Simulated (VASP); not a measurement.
The system is LiH.

```
Li H
1.0
     0.00000    2.06355    2.06355
     2.06355    0.00000    2.06355
     2.06355    2.06355    0.00000
Li H
1 1
Direct
  0.00000 0.00000 0.00000
  0.50000 0.50000 0.50000
```

This cell differs from its parent crystal: volume scaled by 1.04.

Base run:

| Quantity | Value |
| --- | --- |
| Program | VASP 6.6.1 |
| Functional | LDA |
| Potentials or basis | VASP PAW LDA potentials, release 64 (Li_sv, H) |
| Cutoff | 520 eV |
| k mesh | 11 × 11 × 11 |
| Occupations | fermi-dirac, width 0.05 eV |
| Spin | no spin polarisation |

Its results: band gap on the k mesh 2.86 eV, direct.

The run is repeated on the same cell with these changes: k mesh from 11 × 11 × 11 to 9 × 9 × 9. What comes out?

Band gap on the k mesh 2.96 eV, direct.

A k mesh can miss the band edges.
